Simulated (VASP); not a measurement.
TiC: single point with r2SCAN

The system is TiC.

```
Ti C
1.0
     0.00000    2.11973    2.11973
     2.11973    0.00000    2.11973
     2.11973    2.11973    0.00000
Ti C
1 1
Direct
  0.00000 0.00000 0.00000
  0.50000 0.50000 0.50000
```

This cell differs from its parent crystal: volume scaled by 0.94.

* Program: VASP 6.6.1
* Task: single point
* Functional: r2SCAN
* Potentials or basis: VASP PAW PBE potentials, release 64 (Ti_sv, C)
* Cutoff: 520 eV
* k mesh: 16 × 16 × 16
* Occupations: gaussian, width 0.1 eV
* Spin: no spin polarisation

```
Pressure               : 19.4 GPa
Band gap on the k mesh : zero (band 8 reaches 11.16 eV, above the bottom of band 9 at 9.80 eV)
```

Levels at points of the mesh, in eV from the Fermi level:
```csv
k point,band 6,band 7,band 8,band 9,band 10,band 11
"(0.00, 0.00, 0.00)",0.90,0.90,0.90,1.76,1.76,1.76
"(0.50, 0.00, 0.00)",-6.39,-3.34,-3.34,3.43,3.43,4.78
"(0.50, 0.50, 0.00)",-3.72,-1.71,-0.08,-0.08,3.00,4.12
```

Wall time 110 s on 1 thread of AMD EPYC 9R45 96-Core Processor (Zen 5) (shared host), peak memory 0.14 GiB.

Caveat: the PAW data sets were made with another functional, which shifts forces and pressure a little.
